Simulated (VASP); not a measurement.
Runs of VASP 6.6.1 on PtSe2. It takes space group P-3m1 (No. 164, trigonal). The conventional cell has a = 3.724 Å, b = 3.724 Å, c = 5.062 Å, α = 90.00°, β = 90.00°, γ = 120.00°. Within 3.3 Å of Pt (site symmetry -3m) lie 6 Se at 2.49 Å. Se (site symmetry 3m) has 3 Pt at 2.49 Å and 6 Se at 3.32 Å within 3.4 Å. 

```tsv
level	U	k mesh	smearing	grid for exact exchange (PRECFOCK)	share of exact exchange	screening parameter	gap on the mesh (eV)	pressure (GPa)	largest force (eV/Å)
PBE-based screened hybrid with 10 % exact exchange	-	4 × 4 × 3	fermi-dirac 0.05 eV	Normal	0.1	0.2 1/Å	none	(a)	0.32
PBE-based screened hybrid with 15 % exact exchange	-	4 × 4 × 3	fermi-dirac 0.05 eV	Normal	0.15	0.2 1/Å	none	4.1	0.23
PBE-based screened hybrid with 5 % exact exchange	-	4 × 4 × 3	fermi-dirac 0.05 eV	Normal	0.05	0.2 1/Å	none	6.0	0.41
r2SCAN+U	Pt d U = 3.0 eV	9 × 9 × 6	fermi-dirac 0.1 eV	-	-	-	none	3.3	0.27
```

Alike in all rows: task single point; potentials or basis VASP PAW PBE potentials, release 64 (Pt, Se); no spin polarisation; cell as given; cutoff (eV) 520.

Q: Estimate the missing entries.

A: (a) 5.0.

Caveats: some runs use coarse meshes; the PAW data sets were made with another functional, which shifts forces and pressure a little; spin-orbit coupling is left out, which moves the levels of the heavy elements; the cell stands under pressure (at least some runs); U without spin polarisation on a metal has little footing (at least some runs).

A k mesh can miss the band edges, and the runs leave out spin-orbit coupling on Pt, Se.

A gap of «none» marks levels without a gap at the run's occupations.
